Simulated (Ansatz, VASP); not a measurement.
**GaN in VASP and in Ansatz**

File POSCAR:

```
GaN
1.0
    0.0000000000      2.1352350000      2.1352350000
    2.1352350000      0.0000000000      2.1352350000
    2.1352350000      2.1352350000      0.0000000000
Ga N
1 1
Direct
    0.0000000000      0.0000000000      0.0000000000
    0.5000000000      0.5000000000      0.5000000000
```

The input INCAR.step1:

```
SYSTEM = GaN
PREC     = Accurate       ! precision mode
ENCUT    = 520            ! plane-wave cutoff, eV
ISMEAR   = 0              ! smearing method
SIGMA    = 0.05           ! smearing width, eV
LREAL    = .False.        ! projectors in reciprocal space
LASPH    = .True.         ! aspherical terms in the spheres
NELM     = 80             ! most SCF steps
NBANDS   = 16             ! bands
GGA      = PE             ! functional
ALGO     = Normal         ! electronic algorithm
EDIFF    = 1E-4           ! SCF threshold, eV
LWAVE    = .True.         ! write WAVECAR
LCHARG   = .False.        ! write CHGCAR
```

INCAR.step2

```
SYSTEM = GaN
PREC     = Accurate       ! precision mode
ENCUT    = 520            ! plane-wave cutoff, eV
EDIFF    = 1E-6           ! SCF threshold, eV
ISMEAR   = 0              ! smearing method
SIGMA    = 0.05           ! smearing width, eV
LREAL    = .False.        ! projectors in reciprocal space
LASPH    = .True.         ! aspherical terms in the spheres
NELM     = 80             ! most SCF steps
ALGO     = Normal         ! electronic algorithm
ISIF     = 2              ! what is computed and relaxed
LWAVE    = .False.        ! write WAVECAR
LCHARG   = .False.        ! write CHGCAR
METAGGA  = R2SCAN         ! meta-GGA
LMIXTAU  = .True.       
NBANDS   = 16             ! bands
ISTART   = 1
```

File KPOINTS:

```
Automatic mesh
0
Gamma
  12 12 12
  0 0 0
```

Input for Ansatz:

```yaml
crystal:
  lattice:
    - [0.0, 2.135235, 2.135235]
    - [2.135235, 0.0, 2.135235]
    - [2.135235, 2.135235, 0.0]
  atoms:
    - { symbol: Ga, position: [0.0, 0.0, 0.0] }
    - { symbol: "N", position: [0.5, 0.5, 0.5] }
basis:
  ecutwfc: 500
kpoints:
  mp_grid: { grid: [12, 12, 12] }
hamiltonian:
  xc: r2scan
scf:
  occupations: { method: gaussian, width: 0.05 }
output:
  forces: true
  stress: true
  eigenvalues: true
```

Alike in both runs: task single point; functional r2SCAN; k mesh 12 × 12 × 12; occupations gaussian, width 0.05 eV; no spin polarisation.

```csv
,VASP,Ansatz
version,VASP 6.6.1,Ansatz 0.2.0
potentials or method,"VASP PAW PBE potentials, release 64 (Ga_d, N), cutoff 520 eV","scalar-relativistic, plane waves, PAW"
valence electrons in the cell,18,18
```

```csv
,VASP,Ansatz,Ansatz less VASP
gap on the k mesh at the Fermi level (eV),0.89,0.91,+0.019
least direct gap on the mesh (eV),2.92,2.89,-0.028
pressure (GPa),-7.4,-8.5,-1.05
```

VASP's potentials were made for PBE, not for r2SCAN. With one functional, cell and mesh, what is left measures potentials, basis and numerics.
